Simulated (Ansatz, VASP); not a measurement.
## One calculation of As3S, two programs

```
As S
1.0
     4.33657    0.00000    0.00000
     0.00000    4.33657    0.00000
     0.00000    0.00000    4.33657
As S
3 1
Direct
  0.00000 0.50000 0.50000
  0.50000 0.00000 0.50000
  0.50000 0.50000 0.00000
  0.00000 0.00000 0.00000
```

Alike in both runs: task relaxation of cell and atoms; functional r2SCAN; k mesh 4 × 4 × 4; occupations gaussian, width 0.1 eV; no spin polarisation.

|  | VASP | Ansatz |
| --- | --- | --- |
| version | VASP 6.6.1 | Ansatz 0.2.0 |
| potentials or method | VASP PAW PBE potentials, release 64 (As, S), cutoff 600 eV | scalar-relativistic, plane waves, PAW |
| valence electrons in the cell | 21 | 51 |

|  | VASP | Ansatz | Ansatz less VASP |
| --- | --- | --- | --- |
| gap on the k mesh at the Fermi level, each at its own relaxed structure (eV) | none | none | - |
| relaxed volume (Å³/atom) | 18.36 | 18.41 | +0.051 |
| relaxed length of the cell vector where the two differ most in proportion (Å) | 4.188 | 4.192 | +0.0039 |

VASP's potentials were made for PBE, not for r2SCAN. A gap of «none» marks a metal or a gap that the smearing closes. VASP's potentials hold 21 valence electrons a cell and Ansatz's 51, so a difference there can come from the potentials and not from the codes.

The k mesh is coarse, so the values compare programs but aren't converged.
